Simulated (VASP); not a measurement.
A run of VASP 6.6.1:

INCAR

```
  PREC = Accurate
  ENCUT = 520
  EDIFF = 1E-6
  ISMEAR = 0
  SIGMA = 0.1
  LREAL = F
  LASPH = T
  NELM = 100
  ALGO = Normal
  ISIF = 2
  LWAVE = F
  LCHARG = F
  GGA = PS
  NBANDS = 20
```

KPOINTS

```
regular mesh
0
Gamma
  12 12 12
```

The input POSCAR:

```
Y2C
1.0
    1.7814415044      1.0285157321      6.0878374478
   -1.7814415044      1.0285157321      6.0878374478
    0.0000000000     -2.0570314642      6.0878374478
Y C
2 1
Direct
    0.2601510103      0.2601510103      0.2601510103
    0.7398489897      0.7398489897      0.7398489897
    0.0000000000      0.0000000000      0.0000000000
```

Potentials or basis: VASP PAW PBE potentials, release 64 (Y_sv, C).

Launch:

```sh
$ cat potpaw_PBE.64/Y_sv/POTCAR potpaw_PBE.64/C/POTCAR > POTCAR
$ mpirun -np 1 vasp_std > vasp.out
```

Hardware: 1 thread of AMD EPYC 7R13 Processor (Zen 3), with other jobs on the host.

Estimate the wall time of this run.

Wall time 7.8 min on 1 thread of AMD EPYC 7R13 Processor (Zen 3) (shared host), peak memory 0.48 GiB. Counts: scf iterations 14, k points 189.
